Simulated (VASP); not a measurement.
# PbS (Galena) (Fm-3m) in VASP: a series of runs

The runs below take PbS (Galena) through single point, with LDA.

Everything below comes from runs of VASP 6.6.1. Logs are shortened: lines on timing, memory, paths and dates and some standing lists are left out, and cuts for length are marked.

### 1 The cell of the first run

It takes space group Fm-3m (No. 225, cubic). Conventional cell: a = 5.931 Å, b = 5.931 Å, c = 5.931 Å, α = 90.00°, β = 90.00°, γ = 90.00°. Within 3.9 Å of Pb (site symmetry m-3m) lie 6 S at 2.97 Å. Within 3.9 Å of S (site symmetry m-3m) lie 6 Pb at 2.97 Å.

### 2 Single point, LDA

The input, INCAR:

```
ALGO = Normal
EDIFF = 1E-6
ENCUT = 500
GGA = CA
GGA_COMPAT = False
ISIF = 2
ISMEAR = 0
LASPH = True
LCHARG = False
LREAL = False
LWAVE = False
NBANDS = 17
NELM = 120
PREC = Accurate
SIGMA = 0.01
```

The input, KPOINTS:

```
k-points
0
Gamma
  6 6 6
```

The input, POSCAR:

```
PbS
1.0
    0.0000000000      2.9657500000      2.9657500000
    2.9657500000      0.0000000000      2.9657500000
    2.9657500000      2.9657500000      0.0000000000
Pb S
1 1
Direct
    0.0000000000      0.0000000000      0.0000000000
    0.5000000000      0.5000000000      0.5000000000
```

Potentials or basis: VASP PAW LDA potentials, release 64 (Pb_d, S).

Launch:

```sh
$ cat potpaw_LDA.64/Pb_d/POTCAR potpaw_LDA.64/S/POTCAR > POTCAR
$ mpirun -np 1 vasp_std > vasp.out
```

OUTCAR:

```text
EDIFF = 1E-6
   ENCUT = 500
   GGA = CA
   ISIF = 2
   ISMEAR = 0
   LASPH = True
   LREAL = False
   NELM = 120
   PREC = Accurate

 ion  position               nearest neighbor table
   1  0.000  0.000  0.000-   2 2.97   2 2.97   2 2.97   2 2.97   2 2.97   2 2.97
   2  0.500  0.500  0.500-   1 2.97   1 2.97   1 2.97   1 2.97   1 2.97   1 2.97

  LATTYP: Found a face centered cubic cell.
 ALAT       =     5.9315000000

  Lattice vectors:

 A1 = (   0.0000000000,   2.9657500000,   2.9657500000)
 A2 = (   2.9657500000,   0.0000000000,   2.9657500000)
 A3 = (   2.9657500000,   2.9657500000,   0.0000000000)

Analysis of symmetry for initial positions (statically):
=====================================================================
 Subroutine PRICEL returns:
 Original cell was already a primitive cell.

 Routine SETGRP: Setting up the symmetry group for a
 face centered cubic supercell.

 Subroutine GETGRP returns: Found 48 space group operations
 (whereof 48 operations were pure point group operations)
 out of a pool of 48 trial point group operations.

The static configuration has the point symmetry O_h .

Analysis of symmetry for dynamics (positions and initial velocities):
=====================================================================
 Subroutine PRICEL returns:
 Original cell was already a primitive cell.

 Routine SETGRP: Setting up the symmetry group for a
 face centered cubic supercell.

 Subroutine GETGRP returns: Found 48 space group operations
 (whereof 48 operations were pure point group operations)
 out of a pool of 48 trial point group operations.

The dynamic configuration has the point symmetry O_h .

 Subroutine INISYM returns: Found 48 space group operations
 (whereof 48 operations are pure point group operations),
 and found     1 'primitive' translations

----------------------------------------------------------------------------------------

                                     Primitive cell

  volume of cell :      52.1715

  direct lattice vectors                    reciprocal lattice vectors
     0.000000000  2.965750000  2.965750000    -0.168591419  0.168591419  0.168591419
     2.965750000  0.000000000  2.965750000     0.168591419 -0.168591419  0.168591419
     2.965750000  2.965750000  0.000000000     0.168591419  0.168591419 -0.168591419

  length of vectors
     4.194203873  4.194203873  4.194203873     0.292008903  0.292008903  0.292008903

  position of ions in fractional coordinates (direct lattice)
     0.000000000  0.000000000  0.000000000
     0.500000000  0.500000000  0.500000000

  ion indices of the primitive-cell ions
   primitive index   ion index
                 1           1
                 2           2

----------------------------------------------------------------------------------------

 KPOINTS: k-points

Automatic generation of k-mesh.
 Grid dimensions read from file:
 generate k-points for:    6    6    6

 Generating k-lattice:

  Cartesian coordinates                     Fractional coordinates (reciprocal lattice)
    -0.028098570  0.028098570  0.028098570     0.166666667  0.000000000  0.000000000
     0.028098570 -0.028098570  0.028098570     0.000000000  0.166666667  0.000000000
     0.028098570  0.028098570 -0.028098570     0.000000000  0.000000000  0.166666667

  Length of vectors
     0.048668150  0.048668150  0.048668150

  Shift w.r.t. Gamma in fractional coordinates (k-lattice)
     0.000000000  0.000000000  0.000000000

 Subroutine IBZKPT returns following result:
 ===========================================

 Found     16 irreducible k-points:

 Following reciprocal coordinates:
            Coordinates               Weight
  0.000000  0.000000  0.000000      1.000000
  0.166667  0.000000  0.000000      8.000000
  0.333333  0.000000  0.000000      8.000000
  0.500000  0.000000  0.000000      4.000000
  0.166667  0.166667  0.000000      6.000000
  0.333333  0.166667  0.000000     24.000000
[... 8 lines left out ...]
 -0.333333  0.333333  0.166667     24.000000
 -0.333333  0.500000  0.166667     12.000000
   k-points           NKPTS =     16   k-points in BZ     NKDIM =     16   number of bands    NBANDS=     17
   number of dos      NEDOS =    301   number of ions     NIONS =      2
   total plane-waves  NPLWV =  32768
   dimension x,y,z NGX =    32 NGY =   32 NGZ =   32
   dimension x,y,z NGXF=    64 NGYF=   64 NGZF=   64
   ions per type =               1   1
   NGX,Y,Z   is equivalent  to a cutoff of  12.68, 12.68, 12.68 a.u.
   NGXF,Y,Z  is equivalent  to a cutoff of  25.37, 25.37, 25.37 a.u.
 SYSTEM =  unknown system
   PREC   = accura    normal or accurate (medium, high low for compatibility)
   ISTART =      0    job   : 0-new  1-cont  2-samecut
   ICHARG =      2    charge: 1-file 2-atom 10-const
   ISPIN  =      1    spin polarized calculation?
   LNONCOLLINEAR =      F non collinear calculations
   LSORBIT =      F    spin-orbit coupling
   LASPH  =      T    aspherical Exc in radial PAW
   ENCUT  =  500.0 eV  36.75 Ry    6.06 a.u.   7.65  7.65  7.65*2*pi/ulx,y,z
   NELM   =    120;   NELMIN=  2; NELMDL= -5     # of ELM steps
   EDIFF  = 0.1E-05   stopping-criterion for ELM
   LREAL  =      F    real-space projection
   EDIFFG = 0.1E-04   stopping-criterion for IOM
   NSW    =      0    number of steps for IOM
   IBRION =     -1    ionic relax: 0-MD 1-quasi-New 2-CG
   NFREE  =      0    steps in history (QN), initial steepest desc. (CG)
   ISIF   =      2    stress and relaxation
   ISYM   =      2    0-nonsym 1-usesym 2-fastsym
   POTIM  = 0.5000    time-step for ionic-motion
   TEBEG  =    0.0;   TEEND  =   0.0 temperature during run
   PSTRESS=    0.0 pullay stress
   NELECT =      20.0000    total number of electrons
   NUPDOWN=      -1.0000    fix difference up-down
   EMIN   =  10.00;   EMAX   =-10.00  energy-range for DOS
   EFERMI =   0.00;   METHOD = LEGACY
   ISMEAR =     0;   SIGMA  =   0.01  broadening in eV -4-tet -1-fermi 0-gaus
   EFERMI_NEDOS =   21; number of points for ismear=-14 and -15
   IALGO  =     38    algorithm
   IMIX   =      4    mixing-type and parameters
     AMIX     =   0.40;   BMIX     =  1.00
     AMIX_MAG =   1.60;   BMIX_MAG =  1.00
  volume/ion in A,a.u.               =      26.09       176.04
  Fermi-wavevector in a.u.,A,eV,Ry     =   1.189251  2.247359 19.242973  1.414319
  Thomas-Fermi vector in A             =   2.325363
   LORBIT       =      0    0 simple, 1 ext, 2 COOP (PROOUT), +10 PAW based schemes
   GGA     = CA    functional components
   LHFCALC =     F    Hartree Fock is set to
   AEXX    =    0.0000 exact exchange contribution
   IVDW    =     0    specifies the selected vdW correction
   LEPSILON=     F    determine dielectric tensor
   LRPA    =     F    only Hartree local field effects (RPA)
 non-spin polarized calculation
 Gauss-broadening in eV      SIGMA  =   0.01
  energy-cutoff  :      500.00
  volume of cell :       52.17
 maximum number of plane-waves:      1363
 NGX is ok and might be reduce to    32
   NGX = 15   NGY = 15   NGZ = 15

 number of electron      19.9999998 magnetization

 Free energy of the ion-electron system (eV)
  ---------------------------------------------------
  ext. energy  EPLUGINS =         0.00000000
  ---------------------------------------------------
  free energy    TOTEN  =        -9.98417453 eV

  energy without entropy =       -9.98417453  energy(sigma->0) =       -9.98417453

 E-fermi :   5.6687     XC(G=0): -10.0296

 val. band max:        5.5953787763   @ k =   0.5000   0.0000   0.0000
 cond. band min:       5.8035566130   @ k =   0.5000   0.0000   0.0000
 fundamental gap:      0.2081778366
 Fermi energy:         5.6686704408

 k-point     1 :       0.0000    0.0000    0.0000
  band No.  band energies     occupation
      1     -11.1782      2.00000
      2     -11.1782      2.00000
      3     -11.1782      2.00000
      4     -11.1692      2.00000
      5     -11.1692      2.00000
      6      -7.9771      2.00000
[... 9 lines left out ...]
     16      12.2398      0.00000
     17      14.0308      0.00000

 k-point     2 :       0.1667    0.0000    0.0000
  band No.  band energies     occupation
      1     -11.1794      2.00000
      2     -11.1794      2.00000
      3     -11.1770      2.00000
      4     -11.1639      2.00000
      5     -11.1639      2.00000
      6      -7.7379      2.00000
[... 9 lines left out ...]
     16      12.8478      0.00000
     17      15.9275      0.00000

 k-point     3 :       0.3333    0.0000    0.0000
  band No.  band energies     occupation
      1     -11.1942      2.00000
      2     -11.1942      2.00000
      3     -11.1755      2.00000
      4     -11.1410      2.00000
      5     -11.1410      2.00000
      6      -7.1261      2.00000
[... 9 lines left out ...]
     16      14.2631      0.00000
     17      17.6916      0.00000

 k-point     4 :       0.5000    0.0000    0.0000
  band No.  band energies     occupation
      1     -11.2019      2.00000
      2     -11.2019      2.00000
      3     -11.1752      2.00000
      4     -11.1293      2.00000
      5     -11.1293      2.00000
      6      -6.6882      2.00000
[... 9 lines left out ...]
     16      15.6807      0.00000
     17      16.0344      0.00000

 k-point     5 :       0.1667    0.1667    0.0000
  band No.  band energies     occupation
      1     -11.1932      2.00000
      2     -11.1848      2.00000
      3     -11.1630      2.00000
      4     -11.1630      2.00000
      5     -11.1625      2.00000
      6      -7.6519      2.00000
[... 9 lines left out ...]
     16      14.0413      0.00000
     17      15.0091      0.00000

 k-point     6 :       0.3333    0.1667    0.0000
  band No.  band energies     occupation
      1     -11.2193      2.00000
      2     -11.1832      2.00000
      3     -11.1724      2.00000
      4     -11.1494      2.00000
      5     -11.1379      2.00000
      6      -7.1492      2.00000
[... 9 lines left out ...]
     16      15.1745      0.00000
     17      16.9363      0.00000

 k-point     7 :       0.5000    0.1667    0.0000
  band No.  band energies     occupation
      1     -11.2285      2.00000
      2     -11.1858      2.00000
      3     -11.1713      2.00000
      4     -11.1426      2.00000
      5     -11.1272      2.00000
      6      -6.5935      2.00000
[... 9 lines left out ...]
     16      15.9542      0.00000
     17      16.3686      0.00000

 k-point     8 :      -0.3333    0.1667    0.0000
  band No.  band energies     occupation
      1     -11.2134      2.00000
      2     -11.1908      2.00000
      3     -11.1677      2.00000
      4     -11.1413      2.00000
      5     -11.1401      2.00000
      6      -6.7467      2.00000
[... 9 lines left out ...]
     16      15.5274      0.00000
     17      16.6887      0.00000

 k-point     9 :      -0.1667    0.1667    0.0000
  band No.  band energies     occupation
      1     -11.1891      2.00000
      2     -11.1850      2.00000
      3     -11.1749      2.00000
      4     -11.1612      2.00000
      5     -11.1474      2.00000
      6      -7.3632      2.00000
[... 9 lines left out ...]
     16      14.6504      0.00000
     17      15.4263      0.00000

 k-point    10 :       0.3333    0.3333    0.0000
  band No.  band energies     occupation
      1     -11.2729      2.00000
      2     -11.1981      2.00000
      3     -11.1492      2.00000
      4     -11.1315      2.00000
      5     -11.1315      2.00000
      6      -6.8085      2.00000
[... 9 lines left out ...]
     16      16.4534      0.00000
     17      16.9635      0.00000

 k-point    11 :       0.5000    0.3333    0.0000
  band No.  band energies     occupation
      1     -11.2920      2.00000
      2     -11.1923      2.00000
      3     -11.1553      2.00000
      4     -11.1273      2.00000
      5     -11.1210      2.00000
      6      -6.3774      2.00000
[... 9 lines left out ...]
     16      16.9081      0.00000
     17      17.3568      0.00000

 k-point    12 :      -0.3333    0.3333    0.0000
  band No.  band energies     occupation
      1     -11.2609      2.00000
      2     -11.1719      2.00000
      3     -11.1679      2.00000
      4     -11.1438      2.00000
      5     -11.1296      2.00000
      6      -6.3347      2.00000
[... 9 lines left out ...]
     16      15.6680      0.00000
     17      17.4415      0.00000

 k-point    13 :       0.5000    0.5000    0.0000
  band No.  band energies     occupation
      1     -11.3251      2.00000
      2     -11.2047      2.00000
      3     -11.1425      2.00000
      4     -11.1151      2.00000
      5     -11.1151      2.00000
      6      -6.2526      2.00000
[... 9 lines left out ...]
     16      17.8748      0.00000
     17      17.8947      0.00000

 k-point    14 :       0.5000    0.3333    0.1667
  band No.  band energies     occupation
      1     -11.2486      2.00000
      2     -11.1793      2.00000
      3     -11.1727      2.00000
      4     -11.1377      2.00000
      5     -11.1322      2.00000
      6      -6.6457      2.00000
[... 9 lines left out ...]
     16      16.1399      0.00000
     17      16.4865      0.00000

 k-point    15 :      -0.3333    0.3333    0.1667
  band No.  band energies     occupation
      1     -11.2593      2.00000
      2     -11.1773      2.00000
      3     -11.1593      2.00000
      4     -11.1553      2.00000
      5     -11.1227      2.00000
      6      -6.3342      2.00000
[... 9 lines left out ...]
     16      16.9563      0.00000
     17      17.2716      0.00000

 k-point    16 :      -0.3333    0.5000    0.1667
  band No.  band energies     occupation
      1     -11.2931      2.00000
      2     -11.1833      2.00000
      3     -11.1596      2.00000
      4     -11.1385      2.00000
      5     -11.1151      2.00000
      6      -6.2180      2.00000
[... 9 lines left out ...]
     16      17.3958      0.00000
     17      17.8663      0.00000

------------------------ aborting loop because EDIFF is reached ----------------------------------------

  FORCE on cell =-STRESS in cart. coord.  units (eV):
  Direction    XX          YY          ZZ          XY          YZ          ZX
  --------------------------------------------------------------------------------------
  -------------------------------------------------------------------------------------
  Total       -0.8384076     -0.8384076     -0.8384076      0.0000000      0.0000000     -0.0000000
  in kB      -25.7473283    -25.7473283    -25.7473283      0.0000000      0.0000000     -0.0000000
  external PRESSURE =     -25.7473283 kB  Pullay stress =       0.0000000 kB

 VOLUME and BASIS-vectors are now :
 -----------------------------------------------------------------------------
  energy-cutoff  :      500.00
  volume of cell :       52.17
      direct lattice vectors                 reciprocal lattice vectors
     0.000000000  2.965750000  2.965750000    -0.168591419  0.168591419  0.168591419
     2.965750000  0.000000000  2.965750000     0.168591419 -0.168591419  0.168591419
     2.965750000  2.965750000  0.000000000     0.168591419  0.168591419 -0.168591419

 POSITION                                       TOTAL-FORCE (eV/Angst)
 -----------------------------------------------------------------------------------
      0.00000      0.00000      0.00000        -0.000000      0.000000      0.000000
      2.96575      2.96575      2.96575         0.000000     -0.000000     -0.000000
 -----------------------------------------------------------------------------------
    total drift:                                0.000000     -0.000000     -0.000000

  FREE ENERGIE OF THE ION-ELECTRON SYSTEM (eV)
  ---------------------------------------------------
  free  energy   TOTEN  =        -9.9841745254 eV

  energy  without entropy=       -9.9841745254  energy(sigma->0) =       -9.98417453
```

Run time: 5.6 s. Hardware: 1 thread of Intel Xeon Platinum 8559C (Emerald Rapids), shared host; peak memory 0.15 GiB.

Results:

```yaml
Free_energy: -9.9842 eV
Pressure: -2.6 GPa
Band_gap_on_the_k_mesh: 0.21 eV, direct
```

Levels at points of the mesh, in eV from the valence-band top:
| k point | band 6 | band 7 | band 8 | band 9 | band 10 | band 11 | band 12 | band 13 | band 14 | band 15 |
| --- | --- | --- | --- | --- | --- | --- | --- | --- | --- | --- |
| (0.00, 0.00, 0.00) | -13.57 | -6.08 | -2.16 | -2.16 | -2.16 | 5.07 | 5.07 | 5.07 | 6.64 | 6.64 |
| (0.50, 0.00, 0.00) | -12.28 | -8.93 | -1.76 | -1.76 | 0.00 | 0.21 | 1.83 | 1.83 | 8.47 | 10.09 |
| (0.50, 0.50, 0.00) | -11.85 | -7.28 | -5.26 | -3.46 | -3.46 | 3.73 | 5.46 | 5.56 | 5.56 | 11.18 |

Caveat: spin-orbit coupling is left out, which moves the levels of the heavy elements. A k mesh can miss the band edges.

(Part 1 of 2 ends here.)
